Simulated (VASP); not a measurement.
Wanted: the native input for a VASP 6.6.1 run.

```
Task                   : single point
Functional             : PBE
Potentials or basis    : VASP PAW PBE potentials, release 64 (Zn)
Cutoff                 : 520 eV
k mesh                 : 12 × 12 × 12
Occupations            : gaussian, width 0.027 eV
Spin                   : no spin polarisation
Dipole correction      : no
Further INCAR settings : ALGO = Normal; EDIFF = 1e-06; NBANDS = 12
```

The structure of Zn lies in POSCAR:

```
Zn
1.0
   -1.5690370000      1.5690370000      1.5690370000
    1.5690370000     -1.5690370000      1.5690370000
    1.5690370000      1.5690370000     -1.5690370000
Zn
1
Direct
    0.0000000000      0.0000000000      0.0000000000
```

One way to write it, as run:

INCAR

```
SYSTEM = Zn
ALGO = Normal
EDIFF = 1E-6
ENCUT = 520
GGA = PE
ISIF = 2
ISMEAR = 0
LASPH = .TRUE.
LCHARG = .FALSE.
LREAL = .FALSE.
LWAVE = .FALSE.
NBANDS = 12
NELM = 100
PREC = Accurate
SIGMA = 0.027000000000000003
```

KPOINTS

```
k-points
0
G
  12 12 12
  0 0 0
```

Potentials or basis: VASP PAW PBE potentials, release 64 (Zn).

Launch:

```sh
$ cat potpaw_PBE.64/Zn/POTCAR > POTCAR
$ mpirun -np 1 vasp_std > vasp.out
```

It gave:

```yaml
Pressure: 0.1 GPa
Band_gap_on_the_k_mesh: zero (band 6 reaches 7.27 eV, above the bottom of band 7 at 2.09 eV)
```

It took 6.9 s on 1 thread of Intel(R) Xeon(R) Platinum 8259CL CPU @ 2.50GHz (Skylake/Cascade Lake) (shared host), peak memory 0.13 GiB.
